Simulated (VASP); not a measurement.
# TiO2 (Pnma) in VASP: further runs

TiO2 is run at these levels: PBE; tasks: single point.

All numbers are computed with VASP 6.6.1; they aren't measurements. Logs are shortened: lines on timing, memory, paths and dates and some standing lists are left out, and cuts for length are marked.

### Step 1. The cell of the first run

It takes space group Pnma (No. 62, orthorhombic). Conventional cell: a = 9.266 Å, b = 2.898 Å, c = 4.802 Å, α = 90.00°, β = 90.00°, γ = 90.00°. Ti (site symmetry m) has 6 O at 1.87 to 2.01 Å within 2.5 Å. O (site symmetry m) has 3 Ti at 1.90 to 2.01 Å within 2.5 Å. Within 2.5 Å of O (site symmetry m) lie 3 Ti at 1.87 to 1.96 Å.

### Step 2. Single point, PBE

Contents of INCAR:

```
SYSTEM = TiO2
PREC     = Accurate       ! precision mode
ENCUT    = 520            ! plane-wave cutoff, eV
EDIFF    = 1E-6           ! SCF threshold, eV
ISMEAR   = -1             ! smearing method
SIGMA    = 0.05           ! smearing width, eV
LREAL    = .FALSE.        ! projectors in reciprocal space
LASPH    = .TRUE.         ! aspherical terms in the spheres
NELM     = 60             ! most SCF steps
ALGO     = Normal         ! electronic algorithm
ISIF     = 2              ! what is computed and relaxed
LWAVE    = .FALSE.        ! write WAVECAR
LCHARG   = .TRUE.         ! write CHGCAR
GGA      = PE             ! functional
LELF     = .TRUE.         ! ELF
LVHAR    = .TRUE.       
NBANDS   = 60             ! bands
```

Contents of KPOINTS:

```
Automatic mesh
0
G
  3 9 6
  0 0 0
```

Contents of POSCAR:

```
TiO2
1.0
    9.2659050023      0.0000000000      0.0000000000
    0.0000000000      2.8981055026      0.0000000000
    0.0000000000      0.0000000000      4.8021270221
Ti O
4 8
Direct
    0.6369000000      0.2500000000      0.5646300000
    0.3631000000      0.7500000000      0.4353700000
    0.8631000000      0.7500000000      0.0646300000
    0.1369000000      0.2500000000      0.9353700000
    0.4724000000      0.2500000000      0.2916000000
    0.5276000000      0.7500000000      0.7084000000
    0.0276000000      0.7500000000      0.7916000000
    0.9724000000      0.2500000000      0.2084000000
    0.7663000000      0.2500000000      0.8635000000
    0.2337000000      0.7500000000      0.1365000000
    0.7337000000      0.7500000000      0.3635000000
    0.2663000000      0.2500000000      0.6365000000
```

Potentials or basis: VASP PAW PBE potentials, release 64 (Ti_sv, O).

On the command line:

```bash
cat potpaw_PBE.64/Ti_sv/POTCAR potpaw_PBE.64/O/POTCAR > POTCAR
mpirun -np 1 vasp_std > vasp.out
```

OUTCAR:

```text
SYSTEM = TiO2
   PREC = Accurate
   ENCUT = 520
   EDIFF = 1E-6
   ISMEAR = -1
   LREAL = .FALSE.
   LASPH = .TRUE.
   NELM = 60
   ISIF = 2
   GGA = PE

 ion  position               nearest neighbor table
   1  0.637  0.250  0.565-   9 1.87   6 1.90   6 1.90  11 1.96  11 1.96   5 2.01
   2  0.363  0.750  0.435-  10 1.87   5 1.90   5 1.90  12 1.96  12 1.96   6 2.01
   3  0.863  0.750  0.065-  11 1.87   8 1.90   8 1.90   9 1.96   9 1.96   7 2.01
   4  0.137  0.250  0.935-  12 1.87   7 1.90   7 1.90  10 1.96  10 1.96   8 2.01
   5  0.472  0.250  0.292-   2 1.90   2 1.90   1 2.01
   6  0.528  0.750  0.708-   1 1.90   1 1.90   2 2.01
   7  0.028  0.750  0.792-   4 1.90   4 1.90   3 2.01
   8  0.972  0.250  0.208-   3 1.90   3 1.90   4 2.01
   9  0.766  0.250  0.864-   1 1.87   3 1.96   3 1.96
  10  0.234  0.750  0.136-   2 1.87   4 1.96   4 1.96
  11  0.734  0.750  0.364-   3 1.87   1 1.96   1 1.96
  12  0.266  0.250  0.636-   4 1.87   2 1.96   2 1.96

  LATTYP: Found a simple orthorhombic cell.
 ALAT       =     2.8981055026
 B/A-ratio  =     1.6569883387
 C/A-ratio  =     3.1972283252

  Lattice vectors:

 A1 = (   0.0000000000,   2.8981055026,   0.0000000000)
 A2 = (   0.0000000000,   0.0000000000,   4.8021270221)
 A3 = (   9.2659050023,   0.0000000000,   0.0000000000)

Analysis of symmetry for initial positions (statically):
=====================================================================
 Subroutine PRICEL returns:
 Original cell was already a primitive cell.

 Routine SETGRP: Setting up the symmetry group for a
 simple orthorhombic supercell.

 Subroutine GETGRP returns: Found  8 space group operations
 (whereof  2 operations were pure point group operations)
 out of a pool of  8 trial point group operations.

The static configuration has the point symmetry S_2 .
 The point group associated with its full space group is D_2h.

Analysis of symmetry for dynamics (positions and initial velocities):
=====================================================================
 Subroutine PRICEL returns:
 Original cell was already a primitive cell.

 Routine SETGRP: Setting up the symmetry group for a
 simple orthorhombic supercell.

 Subroutine GETGRP returns: Found  8 space group operations
 (whereof  2 operations were pure point group operations)
 out of a pool of  8 trial point group operations.

The dynamic configuration has the point symmetry S_2 .
 The point group associated with its full space group is D_2h.

 Subroutine INISYM returns: Found  8 space group operations
 (whereof  2 operations are pure point group operations),
 and found     1 'primitive' translations

----------------------------------------------------------------------------------------

                                     Primitive cell

  volume of cell :     128.9543

  direct lattice vectors                    reciprocal lattice vectors
     9.265905002  0.000000000  0.000000000     0.107922540  0.000000000  0.000000000
     0.000000000  2.898105503  0.000000000     0.000000000  0.345053001  0.000000000
     0.000000000  0.000000000  4.802127022     0.000000000  0.000000000  0.208241056

  length of vectors
     9.265905002  2.898105503  4.802127022     0.107922540  0.345053001  0.208241056

  position of ions in fractional coordinates (direct lattice)
     0.636900000  0.250000000  0.564630000
     0.363100000  0.750000000  0.435370000
     0.863100000  0.750000000  0.064630000
     0.136900000  0.250000000  0.935370000
     0.472400000  0.250000000  0.291600000
     0.527600000  0.750000000  0.708400000
     0.027600000  0.750000000  0.791600000
     0.972400000  0.250000000  0.208400000
     0.766300000  0.250000000  0.863500000
     0.233700000  0.750000000  0.136500000
     0.733700000  0.750000000  0.363500000
     0.266300000  0.250000000  0.636500000

  ion indices of the primitive-cell ions
   primitive index   ion index
                 1           1
                 2           2
                 3           3
                 4           4
                 5           5
                 6           6
                 7           7
                 8           8
                 9           9
                10          10
                11          11
                12          12

----------------------------------------------------------------------------------------

 KPOINTS: Automatic mesh

Automatic generation of k-mesh.
 Grid dimensions read from file:
 generate k-points for:    3    9    6

 Generating k-lattice:

  Cartesian coordinates                     Fractional coordinates (reciprocal lattice)
     0.035974180  0.000000000  0.000000000     0.333333333  0.000000000  0.000000000
     0.000000000  0.038339222  0.000000000     0.000000000  0.111111111  0.000000000
     0.000000000  0.000000000  0.034706843     0.000000000  0.000000000  0.166666667

  Length of vectors
     0.035974180  0.038339222  0.034706843

  Shift w.r.t. Gamma in fractional coordinates (k-lattice)
     0.000000000  0.000000000  0.000000000

 Subroutine IBZKPT returns following result:
 ===========================================

 Found     40 irreducible k-points:

 Following reciprocal coordinates:
            Coordinates               Weight
  0.000000  0.000000  0.000000      1.000000
  0.333333  0.000000  0.000000      2.000000
  0.000000  0.111111  0.000000      2.000000
  0.333333  0.111111  0.000000      4.000000
  0.000000  0.222222  0.000000      2.000000
  0.333333  0.222222  0.000000      4.000000
[... 16 lines left out ...]
  0.000000  0.111111  0.333333      4.000000
  0.333333  0.111111  0.333333      8.000000
 [... further k-points ...]
   k-points           NKPTS =     40   k-points in BZ     NKDIM =     40   number of bands    NBANDS=     60
   number of dos      NEDOS =    301   number of ions     NIONS =     12
   total plane-waves  NPLWV =  60480
   dimension x,y,z NGX =    70 NGY =   24 NGZ =   36
   dimension x,y,z NGXF=   140 NGYF=   48 NGZF=   72
   ions per type =               4   8
   NGX,Y,Z   is equivalent  to a cutoff of  12.56, 13.77, 12.46 a.u.
   NGXF,Y,Z  is equivalent  to a cutoff of  25.12, 27.53, 24.93 a.u.
 SYSTEM =  TiO2
   PREC   = accura    normal or accurate (medium, high low for compatibility)
   ISTART =      0    job   : 0-new  1-cont  2-samecut
   ICHARG =      2    charge: 1-file 2-atom 10-const
   ISPIN  =      1    spin polarized calculation?
   LNONCOLLINEAR =      F non collinear calculations
   LSORBIT =      F    spin-orbit coupling
   LASPH  =      T    aspherical Exc in radial PAW
   ENCUT  =  520.0 eV  38.22 Ry    6.18 a.u.  17.23  5.39  8.93*2*pi/ulx,y,z
   NELM   =     60;   NELMIN=  2; NELMDL= -5     # of ELM steps
   EDIFF  = 0.1E-05   stopping-criterion for ELM
   LREAL  =      F    real-space projection
   EDIFFG = 0.1E-04   stopping-criterion for IOM
   NSW    =      0    number of steps for IOM
   IBRION =     -1    ionic relax: 0-MD 1-quasi-New 2-CG
   NFREE  =      0    steps in history (QN), initial steepest desc. (CG)
   ISIF   =      2    stress and relaxation
   ISYM   =      2    0-nonsym 1-usesym 2-fastsym
   POTIM  = 0.5000    time-step for ionic-motion
   TEBEG  =    0.0;   TEEND  =   0.0 temperature during run
   PSTRESS=    0.0 pullay stress
   NELECT =      96.0000    total number of electrons
   NUPDOWN=      -1.0000    fix difference up-down
   EMIN   =  10.00;   EMAX   =-10.00  energy-range for DOS
   EFERMI =   0.00;   METHOD = LEGACY
   ISMEAR =    -1;   SIGMA  =   0.05  broadening in eV -4-tet -1-fermi 0-gaus
   EFERMI_NEDOS =   21; number of points for ismear=-14 and -15
   IALGO  =     38    algorithm
   IMIX   =      4    mixing-type and parameters
     AMIX     =   0.40;   BMIX     =  1.00
     AMIX_MAG =   1.60;   BMIX_MAG =  1.00
  volume/ion in A,a.u.               =      10.75        72.52
  Fermi-wavevector in a.u.,A,eV,Ry     =   1.483725  2.803833 29.952399  2.201439
  Thomas-Fermi vector in A             =   2.597351
   LORBIT       =      0    0 simple, 1 ext, 2 COOP (PROOUT), +10 PAW based schemes
   GGA     = PE    functional components
   LHFCALC =     F    Hartree Fock is set to
   AEXX    =    0.0000 exact exchange contribution
   IVDW    =     0    specifies the selected vdW correction
   LEPSILON=     F    determine dielectric tensor
   LRPA    =     F    only Hartree local field effects (RPA)
 non-spin polarized calculation
  energy-cutoff  :      520.00
  volume of cell :      128.95
 maximum number of plane-waves:      3493
 NGX is ok and might be reduce to    70
   NGX = 35   NGY = 11   NGZ = 17

 number of electron      95.9999987 magnetization

 Free energy of the ion-electron system (eV)
  ---------------------------------------------------
  ext. energy  EPLUGINS =         0.00000000
  ---------------------------------------------------
  free energy    TOTEN  =      -106.51638195 eV

  energy without entropy =     -106.51638195  energy(sigma->0) =     -106.51638195

 E-fermi :   5.1479     XC(G=0): -11.0455

 val. band max:        3.9617223298   @ k =   0.0000   0.0000   0.0000
 cond. band min:       6.5807777431   @ k =   0.0000   0.2222   0.0000
 fundamental gap:      2.6190554133
 Fermi energy:         5.1479044956

 k-point     1 :       0.0000    0.0000    0.0000
  band No.  band energies     occupation
      1     -52.3824      2.00000
      2     -52.3704      2.00000
      3     -52.3447      2.00000
      4     -52.3326      2.00000
      5     -28.8967      2.00000
      6     -28.8142      2.00000
[... 52 lines left out ...]
     59       8.7061      0.00000
     60       8.8110      0.00000

 k-point     2 :       0.3333    0.0000    0.0000
  band No.  band energies     occupation
      1     -52.3800      2.00000
      2     -52.3742      2.00000
      3     -52.3408      2.00000
      4     -52.3350      2.00000
      5     -28.8802      2.00000
      6     -28.8404      2.00000
[... 52 lines left out ...]
     59       8.7823      0.00000
     60       8.8163      0.00000

 k-point     3 :       0.0000    0.1111    0.0000
  band No.  band energies     occupation
      1     -52.3748      2.00000
      2     -52.3635      2.00000
      3     -52.3393      2.00000
      4     -52.3280      2.00000
      5     -28.8775      2.00000
      6     -28.8105      2.00000
[... 1312 lines left out ...]
     59       8.3010      0.00000
     60       8.5853      0.00000

 k-point    24 :       0.3333    0.1111    0.3333
  band No.  band energies     occupation
      1     -52.3707      2.00000
      2     -52.3679      2.00000
      3     -52.3349      2.00000
      4     -52.3321      2.00000
      5     -28.8596      2.00000
      6     -28.8443      2.00000
[... 52 lines left out ...]
     59       8.4677      0.00000
     60       8.5709      0.00000

 [... further k-points ...]

------------------------ aborting loop because EDIFF is reached ----------------------------------------

  FORCE on cell =-STRESS in cart. coord.  units (eV):
  Direction    XX          YY          ZZ          XY          YZ          ZX
  --------------------------------------------------------------------------------------
  -------------------------------------------------------------------------------------
  Total       13.4547595     16.3568620     11.7533055      0.0000000      0.0000000      0.0000000
  in kB      167.1671137    203.2239529    146.0275935      0.0000000      0.0000000      0.0000000
  external PRESSURE =     172.1395534 kB  Pullay stress =       0.0000000 kB

 VOLUME and BASIS-vectors are now :
 -----------------------------------------------------------------------------
  energy-cutoff  :      520.00
  volume of cell :      128.95
      direct lattice vectors                 reciprocal lattice vectors
     9.265905002  0.000000000  0.000000000     0.107922540  0.000000000  0.000000000
     0.000000000  2.898105503  0.000000000     0.000000000  0.345053001  0.000000000
     0.000000000  0.000000000  4.802127022     0.000000000  0.000000000  0.208241056

 POSITION                                       TOTAL-FORCE (eV/Angst)
 -----------------------------------------------------------------------------------
      5.90145      0.72453      2.71142        -0.091697     -0.000000      0.006191
      3.36445      2.17358      2.09070         0.091697      0.000000     -0.006191
      7.99740      2.17358      0.31036         0.091697     -0.000000      0.006191
      1.26850      0.72453      4.49177        -0.091697     -0.000000     -0.006191
      4.37721      0.72453      1.40030         0.251258     -0.000000     -0.648149
      4.88869      2.17358      3.40183        -0.251258      0.000000      0.648149
      0.25574      2.17358      3.80136        -0.251258     -0.000000     -0.648149
      9.01017      0.72453      1.00076         0.251258      0.000000      0.648149
      7.10046      0.72453      4.14664        -0.008732     -0.000000     -0.000400
      2.16544      2.17358      0.65549         0.008732      0.000000      0.000400
      6.79839      2.17358      1.74557         0.008732     -0.000000     -0.000400
      2.46751      0.72453      3.05655        -0.008732      0.000000      0.000400
 -----------------------------------------------------------------------------------
    total drift:                               -0.000000     -0.000000     -0.000000

  FREE ENERGIE OF THE ION-ELECTRON SYSTEM (eV)
  ---------------------------------------------------
  free  energy   TOTEN  =      -106.5163819455 eV

  energy  without entropy=     -106.5163819455  energy(sigma->0) =     -106.51638195
```

It took 9.5 min on 1 thread of Oxide Virtual Turin-like, shared host; peak memory 0.32 GiB.

Results:

| Property | Result |
| --- | --- |
| Free energy | -106.5164 eV |
| Pressure | 17.2 GPa |
| Largest force | 0.695 eV/Å |
| Band gap on the k mesh | 2.62 eV, indirect (least direct gap 2.67 eV) |

Forces on the atoms (eV/Å):
```
Ti  -0.092  0.000  0.006
Ti   0.092  0.000 -0.006
Ti   0.092  0.000  0.006
Ti  -0.092  0.000 -0.006
O    0.251  0.000 -0.648
O   -0.251  0.000  0.648
O   -0.251  0.000 -0.648
O    0.251  0.000  0.648
O   -0.009  0.000  0.000
O    0.009  0.000  0.000
O    0.009  0.000  0.000
O   -0.009  0.000  0.000
```

Stress tensor (GPa, compression positive):
```
16.72  0.00  0.00
 0.00 20.32  0.00
 0.00  0.00 14.60
```

Levels at points of the mesh, in eV from the valence-band top:
```csv
k point,band 44,band 45,band 46,band 47,band 48,band 49,band 50,band 51,band 52,band 53
"(0.00, 0.00, 0.00)",-0.82,-0.53,-0.27,-0.21,0.00,2.67,2.87,2.89,3.16,3.24
"(0.00, 0.00, 0.50)",-1.13,-0.77,-0.77,-0.70,-0.70,2.87,2.87,3.05,3.05,3.21
```

### Step 3. Single point, PBE

This run uses another cell than the first one, of 10.97 Å³/atom, 1.021 times its volume.

Contents of INCAR:

```
PREC = Accurate
ENCUT = 520
EDIFF = 1E-6
ISMEAR = -1
SIGMA = 0.05
LREAL = F
LASPH = T
NELM = 60
ALGO = Normal
ISIF = 2
LWAVE = F
LCHARG = F
GGA = PE
NBANDS = 60
```

Contents of KPOINTS:

```
Automatic mesh
0
Gamma
  3 9 6
```

Edit POSCAR of step 2 so:

```diff
@@ -2,5 +2,5 @@
 1.0
-    9.2659050023      0.0000000000      0.0000000000
-    0.0000000000      2.8981055026      0.0000000000
-    0.0000000000      0.0000000000      4.8021270221
+    9.3311600044      0.0000000000      0.0000000000
+    0.0000000000      2.9185153688      0.0000000000
+    0.0000000000      0.0000000000      4.8359459323
 Ti O
```

Potentials or basis: VASP PAW PBE potentials, release 64 (Ti_sv, O).

On the command line:

```bash
cat potpaw_PBE.64/Ti_sv/POTCAR potpaw_PBE.64/O/POTCAR > POTCAR
mpirun -np 1 vasp_std > vasp.out
```

Run time: 9.2 min. Hardware: 1 thread of Oxide Virtual Turin-like, shared host; peak memory 0.33 GiB.

The run converged. Its results:

| Item | Value |
| --- | --- |
| Free energy | -106.7671 eV |
| Pressure | 11.7 GPa |
| Largest force | 0.352 eV/Å |
| Band gap on the k mesh | 2.57 eV, indirect (least direct gap 2.62 eV) |

Forces on the atoms (eV/Å):
```
Ti  -0.129  0.000  0.066
Ti   0.129  0.000 -0.066
Ti   0.129  0.000  0.066
Ti  -0.129  0.000 -0.066
O    0.109  0.000 -0.334
O   -0.109  0.000  0.334
O   -0.109  0.000 -0.334
O    0.109  0.000  0.334
O    0.011  0.000 -0.001
O   -0.011  0.000  0.001
O   -0.011  0.000 -0.001
O    0.011  0.000  0.001
```

Stress tensor (GPa, compression positive):
```
11.29  0.00  0.00
 0.00 13.92  0.00
 0.00  0.00  9.84
```

Levels at points of the mesh, in eV from the valence-band top:
| k point | band 45 | band 46 | band 47 | band 48 | band 49 | band 50 | band 51 | band 52 |
| --- | --- | --- | --- | --- | --- | --- | --- | --- |
| (0.00, 0.00, 0.00) | -0.53 | -0.27 | -0.20 | 0.00 | 2.62 | 2.81 | 2.83 | 3.09 |
| (0.00, 0.00, 0.50) | -0.77 | -0.77 | -0.69 | -0.69 | 2.80 | 2.80 | 2.98 | 2.98 |

A k mesh can miss the band edges. As with any semilocal functional, this PBE gap is likely too small.
